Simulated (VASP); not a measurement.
## Co: single point with revPBE

The system is Co.

```
Co
1.0
     2.57724    0.00000    0.00000
    -1.28862    2.23196    0.00000
     0.00000    0.00000    8.35835
Co
4
Cartesian
  -1.2886 2.2320 8.3583
  0.0000 0.0000 4.1792
  0.0000 1.4880 2.0896
  1.2886 0.7440 6.2688
```

This cell differs from its parent crystal: volume scaled by 1.08.

| Quantity | Value |
| --- | --- |
| Program | VASP 6.6.1 |
| Task | single point |
| Functional | revPBE |
| Potentials or basis | VASP PAW PBE potentials, release 64 (Co) |
| Cutoff | 520 eV |
| k mesh | 16 × 16 × 5 |
| Occupations | fermi-dirac, width 0.05 eV |
| Spin | collinear spin, ferromagnetic start |
| Starting moments | [-1.736, -1.736, -1.753, -1.753] μB |
| Dipole correction | no |
| Further INCAR settings | ALGO = Normal; EDIFF = 1e-07; NBANDS = 30 |

* Pressure: -12.9 GPa
* Net moment: -6.87 μB per cell
* Site moments: Co -1.75, -1.77 μB
* Valence electrons inside the program's atomic spheres: Co 8.09

Stress tensor (GPa, compression positive):
```
-12.81   0.00   0.00
  0.00 -12.81   0.00
  0.00   0.00 -13.00
```

Levels at points of the mesh, in eV from the Fermi level:
Spin up:
```tsv
k point	band 12	band 13	band 14	band 15	band 16	band 17
(0.00, 0.00, 0.00)	-0.67	-0.67	-0.65	-0.65	-0.24	0.11
(0.50, 0.00, 0.00)	-0.05	0.00	0.44	1.05	1.09	1.10
```
Spin down:
```
           k point  band 20  band 21  band 22  band 23  band 24  band 25
(0.00, 0.00, 0.00)    -1.37    -1.37    -1.04    -1.04    -0.10     5.38
(0.50, 0.00, 0.00)    -0.80     0.23     1.28     2.01     2.62     6.02
```

Run time: 3.6 min on 1 thread of Intel(R) Xeon(R) 6975P-C (Granite Rapids) (shared host), peak memory 0.29 GiB.

Caveat: the PAW data sets were made with another functional, which shifts forces and pressure a little.
